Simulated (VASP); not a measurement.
Write the native input for VASP 6.6.1 that does the following.

```yaml
Task: single point
Functional: PBEsol
Potentials_or_basis: VASP PAW PBE potentials, release 64 (Se)
Cutoff: 520 eV
k_mesh: 14 × 14 × 14
Occupations: gaussian, width 0.1 eV
Spin: no spin polarisation
Dipole_correction: no
Further_INCAR_settings: ALGO = Normal; EDIFF = 1e-06; NBANDS = 9
```

The structure of Se lies in POSCAR:

```
Se
1.0
    2.8216366383      0.0000000000      0.0000000000
    0.0000000000      2.8216366383      0.0000000000
    0.0000000000      0.0000000000      2.8216366383
Se
1
Direct
    0.0000000000      0.0000000000      0.0000000000
```

This isn't the form of Se at room conditions, which is trigonal, of chains.

This cell differs from its parent crystal: strained.

One way to write it, as run:

INCAR

```
SYSTEM = Se
PREC = Accurate
ENCUT = 520
EDIFF = 1E-6
ISMEAR = 0
SIGMA = 0.1
LREAL = .False.
LASPH = .True.
NELM = 80
ALGO = Normal
ISIF = 2
LWAVE = .False.
LCHARG = .False.
GGA = PS
NBANDS = 9
```

KPOINTS

```
regular mesh
0
Gamma
  14 14 14
  0 0 0
```

Potentials or basis: VASP PAW PBE potentials, release 64 (Se).

Run with:

```bash
$ cat potpaw_PBE.64/Se/POTCAR > POTCAR
$ mpirun -np 1 vasp_std > vasp.out
```

It gave:

| Quantity | Value |
| --- | --- |
| Pressure | -2.8 GPa |
| Band gap on the k mesh | zero (bands 3 and 4 overlap by 6.17 eV) |

Caveat: the cell differs from its parent crystal (strained); the PAW data sets were made with another functional, which shifts forces and pressure a little.

Wall time 8.6 s on 1 thread of Intel(R) Xeon(R) Platinum 8488C (Sapphire Rapids), on a shared host, peak memory 0.15 GiB.
